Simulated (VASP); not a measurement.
# Ti2O (P-3m1) in VASP: single point with r2SCAN

Aim: the single point of Ti2O with r2SCAN.

Everything below comes from runs of VASP 6.6.1. Logs are shortened: lines on timing, memory, paths and dates and some standing lists are left out, and cuts for length are marked.

### Step 1. The cell of the first run

It takes space group P-3m1 (No. 164, trigonal). Conventional cell: a = 2.919 Å, b = 2.919 Å, c = 4.713 Å, α = 90.00°, β = 90.00°, γ = 120.00°. Ti (site symmetry 3m) has 3 O at 2.14 Å and 3 Ti at 2.68 Å within 2.8 Å. O (site symmetry -3m) has 6 Ti at 2.14 Å within 2.8 Å.

### Step 2. Single point, r2SCAN, collinear spin

Input file POSCAR:

```
Ti2O
1.0
    2.9193980238      0.0000000000      0.0000000000
   -1.4596990119      2.5282728524      0.0000000000
    0.0000000000      0.0000000000      4.7130000000
Ti O
2 1
Direct
    0.6666666667      0.3333333333      0.2787400000
    0.3333333333      0.6666666667      0.7212600000
    0.0000000000      0.0000000000      0.0000000000
```

Input file INCAR.step1:

```
SYSTEM = Ti2O
PREC     = Accurate       ! precision mode
ENCUT    = 910            ! plane-wave cutoff, eV
ISMEAR   = 0              ! smearing method
SIGMA    = 0.1            ! smearing width, eV
LREAL    = .FALSE.        ! projectors in reciprocal space
LASPH    = .TRUE.         ! aspherical terms in the spheres
NELM     = 200            ! most SCF steps
ISPIN    = 2              ! spin polarisation
MAGMOM   = 1 1 0          ! initial moments
LMAXMIX  = 4              ! l up to which the mixer works
NBANDS   = 26             ! bands
GGA      = PE             ! functional
ALGO     = Normal         ! electronic algorithm
EDIFF    = 1E-5           ! SCF threshold, eV
LWAVE    = .TRUE.         ! write WAVECAR
LCHARG   = .FALSE.        ! write CHGCAR
GGA_COMPAT= .FALSE.
```

Input file INCAR.step2:

```
SYSTEM = Ti2O
PREC     = Accurate       ! precision mode
ENCUT    = 910            ! plane-wave cutoff, eV
EDIFF    = 1E-6           ! SCF threshold, eV
ISMEAR   = 0              ! smearing method
SIGMA    = 0.1            ! smearing width, eV
LREAL    = .FALSE.        ! projectors in reciprocal space
LASPH    = .TRUE.         ! aspherical terms in the spheres
NELM     = 200            ! most SCF steps
ALGO     = Normal         ! electronic algorithm
ISIF     = 2              ! what is computed and relaxed
LWAVE    = .FALSE.        ! write WAVECAR
LCHARG   = .TRUE.         ! write CHGCAR
ISPIN    = 2              ! spin polarisation
MAGMOM   = 1 1 0          ! initial moments
LORBIT   = 11             ! projections on sites
LMAXMIX  = 4              ! l up to which the mixer works
METAGGA  = R2SCAN         ! meta-GGA
LMIXTAU  = .TRUE.       
LELF     = .TRUE.         ! ELF
LVHAR    = .TRUE.       
NBANDS   = 26             ! bands
ISTART   = 1            
GGA_COMPAT= .FALSE.
```

Input file KPOINTS:

```
regular mesh
0
G
  6 6 4
  0 0 0
```

Potentials or basis: VASP PAW PBE potentials, release 64 (Ti_sv, O_h).

Started as:

```console
$ cat potpaw_PBE.64/Ti_sv/POTCAR potpaw_PBE.64/O_h/POTCAR > POTCAR
$ cp INCAR.step1 INCAR
$ mpirun -np 1 vasp_std > vasp.out
$ cp INCAR.step2 INCAR
$ mpirun -np 1 vasp_std > vasp.out
```

OUTCAR:

```text
SYSTEM = Ti2O
   PREC = Accurate
   ENCUT = 910
   EDIFF = 1E-6
   ISMEAR = 0
   LREAL = .FALSE.
   LASPH = .TRUE.
   NELM = 200
   ISIF = 2
   ISPIN = 2
   LORBIT = 11
   METAGGA = R2SCAN
   ISTART = 1

 ion  position               nearest neighbor table
   1  0.667  0.333  0.279-   3 2.14   3 2.14   3 2.14   2 2.68   2 2.68   2 2.68
   2  0.333  0.667  0.721-   3 2.14   3 2.14   3 2.14   1 2.68   1 2.68   1 2.68
   3  0.000  0.000  0.000-   1 2.14   2 2.14   1 2.14   2 2.14   1 2.14   2 2.14

  LATTYP: Found a hexagonal cell.
 ALAT       =     2.9193980238
 C/A-ratio  =     1.6143739091

  Lattice vectors:

 A1 = (   2.9193980238,   0.0000000000,   0.0000000000)
 A2 = (  -1.4596990119,   2.5282728524,   0.0000000000)
 A3 = (   0.0000000000,   0.0000000000,   4.7130000000)

Analysis of symmetry for initial positions (statically):
=====================================================================
 Subroutine PRICEL returns:
 Original cell was already a primitive cell.

 Routine SETGRP: Setting up the symmetry group for a
 hexagonal supercell.

 Subroutine GETGRP returns: Found 12 space group operations
 (whereof 12 operations were pure point group operations)
 out of a pool of 24 trial point group operations.

The static configuration has the point symmetry D_3d.

Analysis of symmetry for dynamics (positions and initial velocities):
=====================================================================
 Subroutine PRICEL returns:
 Original cell was already a primitive cell.

 Routine SETGRP: Setting up the symmetry group for a
 hexagonal supercell.

 Subroutine GETGRP returns: Found 12 space group operations
 (whereof 12 operations were pure point group operations)
 out of a pool of 24 trial point group operations.

The dynamic configuration has the point symmetry D_3d.

Analysis of structural, dynamic, and magnetic symmetry:
=====================================================================
 Subroutine PRICEL returns:
 Original cell was already a primitive cell.

 Routine SETGRP: Setting up the symmetry group for a
 hexagonal supercell.

 Subroutine GETGRP returns: Found 12 space group operations
 (whereof 12 operations were pure point group operations)
 out of a pool of 24 trial point group operations.

The overall configuration has the point symmetry D_3d.

 Subroutine INISYM returns: Found 12 space group operations
 (whereof 12 operations are pure point group operations),
 and found     1 'primitive' translations

----------------------------------------------------------------------------------------

                                     Primitive cell

  volume of cell :      34.7868

  direct lattice vectors                    reciprocal lattice vectors
     2.919398024  0.000000000  0.000000000     0.342536369  0.197763465  0.000000000
    -1.459699012  2.528272852  0.000000000     0.000000000  0.395526930  0.000000000
     0.000000000  0.000000000  4.713000000     0.000000000  0.000000000  0.212179079

  length of vectors
     2.919398024  2.919398024  4.713000000     0.395526930  0.395526930  0.212179079

  position of ions in fractional coordinates (direct lattice)
     0.666666667  0.333333333  0.278740000
     0.333333333  0.666666667  0.721260000
     0.000000000  0.000000000  0.000000000

  ion indices of the primitive-cell ions
   primitive index   ion index
                 1           1
                 2           2
                 3           3

----------------------------------------------------------------------------------------

 KPOINTS: regular mesh

Automatic generation of k-mesh.
 Grid dimensions read from file:
 generate k-points for:    6    6    4

 Generating k-lattice:

  Cartesian coordinates                     Fractional coordinates (reciprocal lattice)
     0.057089395  0.032960578  0.000000000     0.166666667  0.000000000  0.000000000
     0.000000000  0.065921155  0.000000000     0.000000000  0.166666667  0.000000000
     0.000000000  0.000000000  0.053044770     0.000000000  0.000000000  0.250000000

  Length of vectors
     0.065921155  0.065921155  0.053044770

  Shift w.r.t. Gamma in fractional coordinates (k-lattice)
     0.000000000  0.000000000  0.000000000

 Subroutine IBZKPT returns following result:
 ===========================================

 Found     24 irreducible k-points:

 Following reciprocal coordinates:
            Coordinates               Weight
  0.000000  0.000000  0.000000      1.000000
  0.166667  0.000000  0.000000      6.000000
  0.333333  0.000000  0.000000      6.000000
  0.500000  0.000000  0.000000      3.000000
  0.166667  0.166667  0.000000      6.000000
  0.333333  0.166667  0.000000     12.000000
[... 16 lines left out ...]
  0.333333  0.166667  0.500000     12.000000
  0.333333  0.333333  0.500000      2.000000
   k-points           NKPTS =     24   k-points in BZ     NKDIM =     24   number of bands    NBANDS=     26
   number of dos      NEDOS =    301   number of ions     NIONS =      3
   total plane-waves  NPLWV =  43200
   dimension x,y,z NGX =    30 NGY =   30 NGZ =   48
   dimension x,y,z NGXF=    60 NGYF=   60 NGZF=   96
   ions per type =               2   1
   NGX,Y,Z   is equivalent  to a cutoff of  17.08, 17.08, 16.93 a.u.
   NGXF,Y,Z  is equivalent  to a cutoff of  34.17, 34.17, 33.86 a.u.
 SYSTEM =  Ti2O
   PREC   = accura    normal or accurate (medium, high low for compatibility)
   ISTART =      1    job   : 0-new  1-cont  2-samecut
   ICHARG =      0    charge: 1-file 2-atom 10-const
   ISPIN  =      2    spin polarized calculation?
   LNONCOLLINEAR =      F non collinear calculations
   LSORBIT =      F    spin-orbit coupling
   LASPH  =      T    aspherical Exc in radial PAW
   ENCUT  =  910.0 eV  66.88 Ry    8.18 a.u.   7.18  7.18 11.59*2*pi/ulx,y,z
   NELM   =    200;   NELMIN=  2; NELMDL=  0     # of ELM steps
   EDIFF  = 0.1E-05   stopping-criterion for ELM
   LREAL  =      F    real-space projection
   EDIFFG = 0.1E-04   stopping-criterion for IOM
   NSW    =      0    number of steps for IOM
   IBRION =     -1    ionic relax: 0-MD 1-quasi-New 2-CG
   NFREE  =      0    steps in history (QN), initial steepest desc. (CG)
   ISIF   =      2    stress and relaxation
   ISYM   =      2    0-nonsym 1-usesym 2-fastsym
   POTIM  = 0.5000    time-step for ionic-motion
   TEBEG  =    0.0;   TEEND  =   0.0 temperature during run
   PSTRESS=    0.0 pullay stress
   NELECT =      30.0000    total number of electrons
   NUPDOWN=      -1.0000    fix difference up-down
   EMIN   =  10.00;   EMAX   =-10.00  energy-range for DOS
   EFERMI =   0.00;   METHOD = LEGACY
   ISMEAR =     0;   SIGMA  =   0.10  broadening in eV -4-tet -1-fermi 0-gaus
   EFERMI_NEDOS =   21; number of points for ismear=-14 and -15
   IALGO  =     38    algorithm
   IMIX   =      4    mixing-type and parameters
     AMIX     =   0.40;   BMIX     =  1.00
     AMIX_MAG =   1.60;   BMIX_MAG =  1.00
  volume/ion in A,a.u.               =      11.60        78.25
  Fermi-wavevector in a.u.,A,eV,Ry     =   1.558274  2.944710 33.037889  2.428216
  Thomas-Fermi vector in A             =   2.661802
   LORBIT       =     11    0 simple, 1 ext, 2 COOP (PROOUT), +10 PAW based schemes
   METAGGA = R2SCAN    functional components
   LHFCALC =     F    Hartree Fock is set to
   AEXX    =    0.0000 exact exchange contribution
   IVDW    =     0    specifies the selected vdW correction
   LEPSILON=     F    determine dielectric tensor
   LRPA    =     F    only Hartree local field effects (RPA)
 spin polarized calculation
 Gauss-broadening in eV      SIGMA  =   0.10
  energy-cutoff  :      910.00
  volume of cell :       34.79
 maximum number of plane-waves:      2202
 NGX is ok and might be reduce to    30
   NGX = 15   NGY = 15   NGZ = 23

 number of electron      29.9999999 magnetization      -0.0000048

 number of electron      29.9999999 magnetization       0.0000001

 Free energy of the ion-electron system (eV)
  ---------------------------------------------------
  ext. energy  EPLUGINS =         0.00000000
  ---------------------------------------------------
  free energy    TOTEN  =       -37.76675532 eV

  energy without entropy =      -37.76143643  energy(sigma->0) =      -37.76409588

 E-fermi :  10.9642     XC(G=0): -13.3890

 val. band max:       10.9491246215   @ k =   0.0000   0.0000   0.5000
 cond. band min:      11.0194387684   @ k =   0.3333   0.0000   0.2500
 fundamental gap:      0.0703141469
 Fermi energy:        10.9641970276

 spin component 1

 k-point     1 :       0.0000    0.0000    0.0000
  band No.  band energies     occupation
      1     -48.7925      1.00000
      2     -48.6038      1.00000
      3     -24.5145      1.00000
      4     -23.6958      1.00000
      5     -23.6958      1.00000
      6     -23.5938      1.00000
[... 18 lines left out ...]
     25      21.1831      0.00000
     26      28.1219      0.00000

 k-point     2 :       0.1667    0.0000    0.0000
  band No.  band energies     occupation
      1     -48.7602      1.00000
      2     -48.5939      1.00000
      3     -24.4290      1.00000
      4     -23.8679      1.00000
      5     -23.7447      1.00000
      6     -23.7209      1.00000
[... 18 lines left out ...]
     25      21.0953      0.00000
[... 608 lines left out ...]
     25      21.4188      0.00000
     26      22.7684      0.00000

 k-point    24 :       0.3333    0.3333    0.5000
  band No.  band energies     occupation
      1     -48.6024      1.00000
      2     -48.6024      1.00000
      3     -24.2312      1.00000
      4     -24.2312      1.00000
      5     -24.1082      1.00000
      6     -23.9953      1.00000
[... 18 lines left out ...]
     25      20.4060      0.00000
     26      22.9366      0.00000
 Fermi energy:        10.9641970276

 spin component 2

 k-point     1 :       0.0000    0.0000    0.0000
  band No.  band energies     occupation
      1     -48.7925      1.00000
      2     -48.6038      1.00000
      3     -24.5145      1.00000
      4     -23.6958      1.00000
      5     -23.6958      1.00000
      6     -23.5938      1.00000
[... 18 lines left out ...]
     25      21.1831      0.00000
     26      28.1222      0.00000

 k-point     2 :       0.1667    0.0000    0.0000
  band No.  band energies     occupation
      1     -48.7602      1.00000
      2     -48.5939      1.00000
      3     -24.4290      1.00000
      4     -23.8679      1.00000
      5     -23.7447      1.00000
      6     -23.7209      1.00000
[... 18 lines left out ...]
     25      21.0953      0.00000
[... 608 lines left out ...]
     25      21.4188      0.00000
     26      22.7684      0.00000

 k-point    24 :       0.3333    0.3333    0.5000
  band No.  band energies     occupation
      1     -48.6024      1.00000
      2     -48.6024      1.00000
      3     -24.2312      1.00000
      4     -24.2312      1.00000
      5     -24.1082      1.00000
      6     -23.9953      1.00000
[... 18 lines left out ...]
     25      20.4060      0.00000
     26      22.9366      0.00000

------------------------ aborting loop because EDIFF is reached ----------------------------------------

  FORCE on cell =-STRESS in cart. coord.  units (eV):
  Direction    XX          YY          ZZ          XY          YZ          ZX
  --------------------------------------------------------------------------------------
  -------------------------------------------------------------------------------------
  Total        1.6934646      1.6934646      3.2676224      0.0000000      0.0000000      0.0000000
  in kB       77.9959445     77.9959445    150.4969678      0.0000000      0.0000000      0.0000000
  external PRESSURE =     102.1629522 kB  Pullay stress =       0.0000000 kB

 VOLUME and BASIS-vectors are now :
 -----------------------------------------------------------------------------
  energy-cutoff  :      910.00
  volume of cell :       34.79
      direct lattice vectors                 reciprocal lattice vectors
     2.919398024  0.000000000  0.000000000     0.342536369  0.197763465  0.000000000
    -1.459699012  2.528272852  0.000000000     0.000000000  0.395526930  0.000000000
     0.000000000  0.000000000  4.713000000     0.000000000  0.000000000  0.212179079

 POSITION                                       TOTAL-FORCE (eV/Angst)
 -----------------------------------------------------------------------------------
      1.45970      0.84276      1.31370         0.000000     -0.000000     -0.895423
     -0.00000      1.68552      3.39930        -0.000000      0.000000      0.895423
      0.00000      0.00000      0.00000         0.000000      0.000000      0.000000
 -----------------------------------------------------------------------------------
    total drift:                               -0.000000      0.000000     -0.000000

  FREE ENERGIE OF THE ION-ELECTRON SYSTEM (eV)
  ---------------------------------------------------
  free  energy   TOTEN  =       -37.7667553196 eV

  energy  without entropy=      -37.7614364344  energy(sigma->0) =      -37.76409588

 total charge

# of ion       s       p       d       tot
------------------------------------------
    1        2.218   6.194   1.912  10.324
    2        2.218   6.194   1.912  10.324
    3        1.040   2.358   0.000   3.398
--------------------------------------------------
tot          5.476  14.745   3.825  24.046

 magnetization (x)

# of ion       s       p       d       tot
------------------------------------------
    1       -0.000   0.000   0.000  -0.000
    2       -0.000   0.000   0.000  -0.000
    3        0.000  -0.000   0.000  -0.000
--------------------------------------------------
tot         -0.000  -0.000   0.000  -0.000
```

Wall time 5.4 min (1 thread of Intel Xeon Platinum 8375C at 2.90GHz (Ice Lake), shared host); peak memory 0.29 GiB.

What came out:

```
Free energy                                           : -37.7668 eV
Pressure                                              : 10.2 GPa
Largest force                                         : 0.895 eV/Å
Band gap on the k mesh                                : zero (filled and empty bands overlap)
Net moment                                            : 0.00 μB per cell
Valence electrons inside the program's atomic spheres : Ti 10.32; O 3.40
```

Forces in eV/Å, atoms in the order of the input:
```
Ti   0.000  0.000 -0.895
Ti   0.000  0.000  0.895
O    0.000  0.000  0.000
```

Stress tensor (GPa, compression positive):
```
 7.80  0.00  0.00
 0.00  7.80  0.00
 0.00  0.00 15.05
```

Levels at points of the mesh, in eV from the Fermi level:
Spin up:
```csv
k point,band 11,band 12,band 13,band 14,band 15,band 16,band 17,band 18,band 19,band 20
"(0.00, 0.00, 0.00)",-6.39,-6.39,-4.25,-0.76,0.26,0.32,0.32,0.83,0.83,1.35
"(0.50, 0.00, 0.00)",-7.53,-6.92,-3.10,-1.80,-0.86,1.15,1.59,2.95,3.07,3.07
"(0.00, 0.00, 0.50)",-6.48,-6.48,-2.34,-2.13,-0.02,-0.02,1.28,1.87,1.87,2.32
"(0.50, 0.00, 0.50)",-7.56,-6.82,-1.92,-1.80,-0.96,-0.58,0.70,2.94,3.04,3.19
```
Spin down:
| k point | band 13 | band 14 | band 15 | band 16 | band 17 | band 18 |
| --- | --- | --- | --- | --- | --- | --- |
| (0.00, 0.00, 0.00) | -4.25 | -0.76 | 0.26 | 0.32 | 0.32 | 0.83 |
| (0.50, 0.00, 0.00) | -3.10 | -1.80 | -0.86 | 1.15 | 1.59 | 2.95 |
| (0.00, 0.00, 0.50) | -2.34 | -2.13 | -0.02 | -0.02 | 1.28 | 1.87 |
| (0.50, 0.00, 0.50) | -1.92 | -1.80 | -0.96 | -0.58 | 0.70 | 2.94 |

Caveat: the k points lie up to 0.41 Å⁻¹ apart, too coarse for converged energies and pressures of a metal; the cutoff is under 1.25 times the usual one of these potentials, so pressure, stress and relaxed cells hold a basis-set (Pulay) error; the PAW data sets were made with another functional, which shifts forces and pressure a little.
